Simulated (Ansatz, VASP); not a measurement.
# Si7Ge in VASP and in Ansatz

```
Si Ge
1.0
     5.45884   -0.00174   -0.00030
    -0.00176    5.45751   -0.00068
    -0.00030   -0.00065    5.46055
Si Ge
7 1
Cartesian
  1.3783 1.3781 1.3792
  -0.0011 2.7284 2.7297
  2.7284 2.7277 -0.0009
  2.7292 -0.0011 2.7298
  4.0797 1.3767 4.0812
  4.0785 4.0775 1.3789
  1.3774 4.0783 4.0809
  -0.0002 -0.0003 -0.0001
```

Change from the starting cell: cell sheared at random, sigma 0.06, atoms nudged by 0.01 Å; relaxed back.

Alike in both runs: functional PBEsol; k mesh 6 × 6 × 6; occupations gaussian, width 0.03 eV; no spin polarisation.

Ansatz relaxed the structure, and its values are those at the end. VASP's run is a single point on that final structure, the one shown.

```csv
,VASP,Ansatz
version,VASP 6.6.1,Ansatz 0.2.0
potentials or method,"VASP PAW PBE potentials, release 64 (Si, Ge_d), cutoff 520 eV","scalar-relativistic, plane waves, PAW"
valence electrons in the cell,42,42
```

|  | VASP | Ansatz | Ansatz less VASP |
| --- | --- | --- | --- |
| gap on the k mesh at the Fermi level (eV) | 0.27 | 0.27 | +0.005 |
| least direct gap on the mesh (eV) | 0.27 | 0.27 | +0.005 |
| pressure (GPa) | 0.1 | 0.0 | -0.07 |
| rms of the force components (eV/Å) | 0.003 | 0.001 | -0.0021 |

VASP's potentials were made for PBE, not for PBEsol.
